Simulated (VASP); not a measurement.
# KI (P1) in VASP: single point with PBE

Aim: the single point of KI with PBE.

Program: VASP 6.6.1. These are calculated values, not measurements. Logs are shortened: lines on timing, memory, paths and dates and some standing lists are left out, and cuts for length are marked.

### Step 1. The cell of the first run

The typed cell holds 4 atoms: a = 6.039 Å, b = 6.039 Å, c = 7.039 Å, α = 90.00°, β = 90.00°, γ = 120.00°.

### Step 2. Single point, PBE

File INCAR:

```
PREC = Accurate
ENCUT = 520
EDIFF = 1E-6
ISMEAR = -1
SIGMA = 0.052
LREAL = False
LASPH = True
NELM = 60
ALGO = Normal
ISIF = 2
LWAVE = False
LCHARG = False
GGA = PE
NBANDS = 24
```

File KPOINTS:

```
regular mesh
0
Gamma
  6 6 2
```

File POSCAR:

```
KI
1.0
    6.0394507995      0.0000000000      0.0000000000
   -3.0197253998      5.2303178172      0.0000000000
    0.0000000000      0.0000000000      7.0391247621
K I
2 2
Direct
    0.3295569118      0.6598476652     -0.0637388902
    0.6658282000      0.3308829521      0.4358570282
    0.3361585865      0.6723400227      0.4403412505
    0.6672355711      0.3308563763      0.9361445098
```

Potentials or basis: VASP PAW PBE potentials, release 64 (K_sv, I).

On the command line:

```bash
$ cat potpaw_PBE.64/K_sv/POTCAR potpaw_PBE.64/I/POTCAR > POTCAR
$ mpirun -np 1 vasp_std > vasp.out
```

OUTCAR:

```text
PREC = Accurate
   ENCUT = 520
   EDIFF = 1E-6
   ISMEAR = -1
   LREAL = False
   LASPH = True
   NELM = 60
   ISIF = 2
   GGA = PE

 ion  position               nearest neighbor table
   1  0.330  0.660  0.936-   4 3.46   4 3.49   3 3.49   4 3.51   3 3.55
   2  0.666  0.331  0.436-   3 3.44   3 3.51   3 3.51   4 3.52   4 3.52
   3  0.336  0.672  0.440-   2 3.44   1 3.49   2 3.51   2 3.51   1 3.55
   4  0.667  0.331  0.936-   1 3.46   1 3.49   1 3.51   2 3.52   2 3.52

  LATTYP: Found a hexagonal cell.
 ALAT       =     6.0394507995
 C/A-ratio  =     1.1655239848

  Lattice vectors:

 A1 = (   6.0394507995,   0.0000000000,   0.0000000000)
 A2 = (  -3.0197253998,   5.2303178172,   0.0000000000)
 A3 = (   0.0000000000,   0.0000000000,   7.0391247621)

Analysis of symmetry for initial positions (statically):
=====================================================================
 Subroutine PRICEL returns:
 Original cell was already a primitive cell.

 Routine SETGRP: Setting up the symmetry group for a
 hexagonal supercell.

 Subroutine GETGRP returns: Found  1 space group operations
 (whereof  1 operations were pure point group operations)
 out of a pool of 24 trial point group operations.

The static configuration has the point symmetry C_1 .

Analysis of symmetry for dynamics (positions and initial velocities):
=====================================================================
 Subroutine PRICEL returns:
 Original cell was already a primitive cell.

 Routine SETGRP: Setting up the symmetry group for a
 hexagonal supercell.

 Subroutine GETGRP returns: Found  1 space group operations
 (whereof  1 operations were pure point group operations)
 out of a pool of 24 trial point group operations.

The dynamic configuration has the point symmetry C_1 .

 Subroutine INISYM returns: Found  1 space group operations
 (whereof  1 operations are pure point group operations),
 and found     1 'primitive' translations

----------------------------------------------------------------------------------------

                                     Primitive cell

  volume of cell :     222.3536

  direct lattice vectors                    reciprocal lattice vectors
     6.039450799  0.000000000  0.000000000     0.165577969  0.095596485  0.000000000
    -3.019725400  5.230317817  0.000000000     0.000000000  0.191192970  0.000000000
     0.000000000  0.000000000  7.039124762     0.000000000  0.000000000  0.142063116

  length of vectors
     6.039450799  6.039450799  7.039124762     0.191192970  0.191192970  0.142063116

  position of ions in fractional coordinates (direct lattice)
     0.329556912  0.659847665  0.936261110
     0.665828200  0.330882952  0.435857028
     0.336158586  0.672340023  0.440341250
     0.667235571  0.330856376  0.936144510

  ion indices of the primitive-cell ions
   primitive index   ion index
                 1           1
                 2           2
                 3           3
                 4           4

----------------------------------------------------------------------------------------

 KPOINTS: regular mesh

Automatic generation of k-mesh.
 Grid dimensions read from file:
 generate k-points for:    6    6    2

 Generating k-lattice:

  Cartesian coordinates                     Fractional coordinates (reciprocal lattice)
     0.027596328  0.015932748  0.000000000     0.166666667  0.000000000  0.000000000
     0.000000000  0.031865495  0.000000000     0.000000000  0.166666667  0.000000000
     0.000000000  0.000000000  0.071031558     0.000000000  0.000000000  0.500000000

  Length of vectors
     0.031865495  0.031865495  0.071031558

  Shift w.r.t. Gamma in fractional coordinates (k-lattice)
     0.000000000  0.000000000  0.000000000

 Subroutine IBZKPT returns following result:
 ===========================================

 Found     40 irreducible k-points:

 Following reciprocal coordinates:
            Coordinates               Weight
  0.000000  0.000000  0.000000      1.000000
  0.166667 -0.000000  0.000000      2.000000
  0.000000  0.166667  0.000000      2.000000
 -0.166667  0.166667  0.000000      2.000000
  0.333333  0.000000  0.000000      2.000000
  0.000000  0.333333  0.000000      2.000000
[... 16 lines left out ...]
  0.000000  0.166667  0.500000      2.000000
 -0.166667  0.166667  0.500000      2.000000
 [... further k-points ...]
   k-points           NKPTS =     40   k-points in BZ     NKDIM =     40   number of bands    NBANDS=     24
   number of dos      NEDOS =    301   number of ions     NIONS =      4
   total plane-waves  NPLWV = 124416
   dimension x,y,z NGX =    48 NGY =   48 NGZ =   54
   dimension x,y,z NGXF=    96 NGYF=   96 NGZF=  108
   ions per type =               2   2
   NGX,Y,Z   is equivalent  to a cutoff of  13.21, 13.21, 12.75 a.u.
   NGXF,Y,Z  is equivalent  to a cutoff of  26.43, 26.43, 25.51 a.u.
 SYSTEM =  unknown system
   PREC   = accura    normal or accurate (medium, high low for compatibility)
   ISTART =      0    job   : 0-new  1-cont  2-samecut
   ICHARG =      2    charge: 1-file 2-atom 10-const
   ISPIN  =      1    spin polarized calculation?
   LNONCOLLINEAR =      F non collinear calculations
   LSORBIT =      F    spin-orbit coupling
   LASPH  =      T    aspherical Exc in radial PAW
   ENCUT  =  520.0 eV  38.22 Ry    6.18 a.u.  11.23 11.23 13.09*2*pi/ulx,y,z
   NELM   =     60;   NELMIN=  2; NELMDL= -5     # of ELM steps
   EDIFF  = 0.1E-05   stopping-criterion for ELM
   LREAL  =      F    real-space projection
   EDIFFG = 0.1E-04   stopping-criterion for IOM
   NSW    =      0    number of steps for IOM
   IBRION =     -1    ionic relax: 0-MD 1-quasi-New 2-CG
   NFREE  =      0    steps in history (QN), initial steepest desc. (CG)
   ISIF   =      2    stress and relaxation
   ISYM   =      2    0-nonsym 1-usesym 2-fastsym
   POTIM  = 0.5000    time-step for ionic-motion
   TEBEG  =    0.0;   TEEND  =   0.0 temperature during run
   PSTRESS=    0.0 pullay stress
   NELECT =      32.0000    total number of electrons
   NUPDOWN=      -1.0000    fix difference up-down
   EMIN   =  10.00;   EMAX   =-10.00  energy-range for DOS
   EFERMI =   0.00;   METHOD = LEGACY
   ISMEAR =    -1;   SIGMA  =   0.05  broadening in eV -4-tet -1-fermi 0-gaus
   EFERMI_NEDOS =   21; number of points for ismear=-14 and -15
   IALGO  =     38    algorithm
   IMIX   =      4    mixing-type and parameters
     AMIX     =   0.40;   BMIX     =  1.00
     AMIX_MAG =   1.60;   BMIX_MAG =  1.00
  volume/ion in A,a.u.               =      55.59       375.13
  Fermi-wavevector in a.u.,A,eV,Ry     =   0.857913  1.621221 10.014096  0.736015
  Thomas-Fermi vector in A             =   1.975039
   LORBIT       =      0    0 simple, 1 ext, 2 COOP (PROOUT), +10 PAW based schemes
   GGA     = PE    functional components
   LHFCALC =     F    Hartree Fock is set to
   AEXX    =    0.0000 exact exchange contribution
   IVDW    =     0    specifies the selected vdW correction
   LEPSILON=     F    determine dielectric tensor
   LRPA    =     F    only Hartree local field effects (RPA)
 non-spin polarized calculation
  energy-cutoff  :      520.00
  volume of cell :      222.35
 maximum number of plane-waves:      6038
 NGX is ok and might be reduce to    48
   NGX = 23   NGY = 23   NGZ = 27

 number of electron      31.9999999 magnetization

 Free energy of the ion-electron system (eV)
  ---------------------------------------------------
  ext. energy  EPLUGINS =         0.00000000
  ---------------------------------------------------
  free energy    TOTEN  =       -10.95810670 eV

  energy without entropy =      -10.95810670  energy(sigma->0) =      -10.95810670

 E-fermi :  -0.2631     XC(G=0):  -6.1354

 val. band max:       -1.4714948096   @ k =   0.0000   0.0000   0.0000
 cond. band min:       2.3129501094   @ k =   0.0000   0.0000   0.0000
 fundamental gap:      3.7844449190
 Fermi energy:        -0.2631430227

 k-point     1 :       0.0000    0.0000    0.0000
  band No.  band energies     occupation
      1     -30.1081      2.00000
      2     -30.1058      2.00000
      3     -13.6230      2.00000
      4     -13.6195      2.00000
      5     -13.6191      2.00000
      6     -13.6044      2.00000
[... 16 lines left out ...]
     23       5.6031      0.00000
     24       6.6462      0.00000

 k-point     2 :       0.1667   -0.0000    0.0000
  band No.  band energies     occupation
      1     -30.1079      2.00000
      2     -30.1059      2.00000
      3     -13.6294      2.00000
      4     -13.6207      2.00000
      5     -13.6203      2.00000
      6     -13.6159      2.00000
[... 16 lines left out ...]
     23       5.8465      0.00000
     24       6.0576      0.00000

 k-point     3 :       0.0000    0.1667    0.0000
  band No.  band energies     occupation
      1     -30.1079      2.00000
      2     -30.1059      2.00000
      3     -13.6294      2.00000
      4     -13.6208      2.00000
      5     -13.6206      2.00000
      6     -13.6160      2.00000
[... 16 lines left out ...]
     23       5.8443      0.00000
     24       6.0354      0.00000

 k-point     4 :      -0.1667    0.1667    0.0000
  band No.  band energies     occupation
      1     -30.1079      2.00000
      2     -30.1059      2.00000
      3     -13.6292      2.00000
      4     -13.6207      2.00000
      5     -13.6203      2.00000
      6     -13.6159      2.00000
[... 16 lines left out ...]
     23       5.8473      0.00000
     24       6.0584      0.00000

 k-point     5 :       0.3333    0.0000    0.0000
  band No.  band energies     occupation
      1     -30.1075      2.00000
      2     -30.1062      2.00000
      3     -13.6489      2.00000
      4     -13.6392      2.00000
      5     -13.6224      2.00000
      6     -13.6145      2.00000
[... 16 lines left out ...]
     23       5.7864      0.00000
     24       6.1703      0.00000

 k-point     6 :       0.0000    0.3333    0.0000
  band No.  band energies     occupation
      1     -30.1075      2.00000
      2     -30.1061      2.00000
      3     -13.6498      2.00000
      4     -13.6387      2.00000
      5     -13.6227      2.00000
      6     -13.6148      2.00000
[... 16 lines left out ...]
     23       5.7853      0.00000
     24       6.1588      0.00000
[... 379 lines left out ...]
 k-point    21 :       0.0000    0.0000    0.5000
  band No.  band energies     occupation
      1     -30.1069      2.00000
      2     -30.1069      2.00000
      3     -13.6358      2.00000
      4     -13.6344      2.00000
      5     -13.6122      2.00000
      6     -13.6119      2.00000
[... 16 lines left out ...]
     23       6.5169      0.00000
     24       6.5391      0.00000

 k-point    22 :       0.1667   -0.0000    0.5000
  band No.  band energies     occupation
      1     -30.1069      2.00000
      2     -30.1068      2.00000
      3     -13.6553      2.00000
      4     -13.6542      2.00000
      5     -13.6124      2.00000
      6     -13.6120      2.00000
[... 16 lines left out ...]
     23       6.3632      0.00000
     24       6.3870      0.00000

 k-point    23 :       0.0000    0.1667    0.5000
  band No.  band energies     occupation
      1     -30.1069      2.00000
      2     -30.1068      2.00000
      3     -13.6554      2.00000
      4     -13.6540      2.00000
      5     -13.6128      2.00000
      6     -13.6118      2.00000
[... 16 lines left out ...]
     23       6.3487      0.00000
     24       6.3725      0.00000

 k-point    24 :      -0.1667    0.1667    0.5000
  band No.  band energies     occupation
      1     -30.1069      2.00000
      2     -30.1068      2.00000
      3     -13.6550      2.00000
      4     -13.6540      2.00000
      5     -13.6123      2.00000
      6     -13.6120      2.00000
[... 16 lines left out ...]
     23       6.3743      0.00000
     24       6.3980      0.00000

 [... further k-points ...]

------------------------ aborting loop because EDIFF is reached ----------------------------------------

  FORCE on cell =-STRESS in cart. coord.  units (eV):
  Direction    XX          YY          ZZ          XY          YZ          ZX
  --------------------------------------------------------------------------------------
  -------------------------------------------------------------------------------------
  Total        0.3154216      0.4081701      0.5738881      0.0308024     -0.0030550     -0.0000981
  in kB        2.2727819      2.9410852      4.1351723      0.2219481     -0.0220128     -0.0007065
  external PRESSURE =       3.1163465 kB  Pullay stress =       0.0000000 kB

 VOLUME and BASIS-vectors are now :
 -----------------------------------------------------------------------------
  energy-cutoff  :      520.00
  volume of cell :      222.35
      direct lattice vectors                 reciprocal lattice vectors
     6.039450799  0.000000000  0.000000000     0.165577969  0.095596485  0.000000000
    -3.019725400  5.230317817  0.000000000     0.000000000  0.191192970  0.000000000
     0.000000000  0.000000000  7.039124762     0.000000000  0.000000000  0.142063116

 POSITION                                       TOTAL-FORCE (eV/Angst)
 -----------------------------------------------------------------------------------
     -0.00222      3.45121      6.59046         0.014627      0.027137      0.029581
      3.02206      1.73062      3.06805        -0.002042      0.045019      0.005177
     -0.00007      3.51655      3.09962         0.003213     -0.053794     -0.043348
      3.03064      1.73048      6.58964        -0.015799     -0.018362      0.008591
 -----------------------------------------------------------------------------------
    total drift:                               -0.000076      0.000088      0.000054

  FREE ENERGIE OF THE ION-ELECTRON SYSTEM (eV)
  ---------------------------------------------------
  free  energy   TOTEN  =       -10.9581066955 eV

  energy  without entropy=      -10.9581066955  energy(sigma->0) =      -10.95810670
```

Wall time 2.3 min (1 thread of Intel Xeon 6975P-C (Granite Rapids), shared host); peak memory 0.41 GiB.

What came out:

| Item | Value |
| --- | --- |
| Free energy | -10.9581 eV |
| Pressure | 0.3 GPa |
| Largest force | 0.069 eV/Å |
| Band gap on the k mesh | 3.78 eV |

Forces on the atoms (eV/Å):
```
K    0.015  0.027  0.030
K   -0.002  0.045  0.005
I    0.003 -0.054 -0.043
I   -0.016 -0.018  0.009
```

Caveat: the k points lie up to 0.45 Å⁻¹ apart; the atoms stand as in a frame of molecular dynamics; the structure was generated, so it needn't be the stable form of KI; spin-orbit coupling is left out, which moves the levels of the heavy elements. A k mesh can miss the band edges.
